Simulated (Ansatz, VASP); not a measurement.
## RbSr: VASP beside Ansatz

```
Rb Sr
1.0
     0.00000    4.21787    4.21787
     4.21787    0.00000    4.21787
     4.21787    4.21787    0.00000
Rb Sr
1 1
Direct
  0.00000 0.00000 0.00000
  0.50000 0.50000 0.50000
```

Alike in both runs: functional PBE; k mesh 4 × 4 × 4; occupations gaussian, width 0.1 eV; no spin polarisation.

Ansatz relaxed the structure, and its values are those at the end. VASP's run is a single point on that final structure, the one shown.

|  | VASP | Ansatz |
| --- | --- | --- |
| version | VASP 6.6.1 | Ansatz 0.2.0 |
| potentials or method | VASP PAW PBE potentials, release 64 (Rb_sv, Sr_sv), cutoff 520 eV | scalar-relativistic, plane waves, PAW |
| valence electrons in the cell | 19 | 19 |

|  | VASP | Ansatz | Ansatz less VASP |
| --- | --- | --- | --- |
| gap on the k mesh at the Fermi level (eV) | none | none | - |
| pressure (GPa) | 0.2 | 0.2 | 0.00 |

A gap of «none» marks a metal or a gap that the smearing closes.
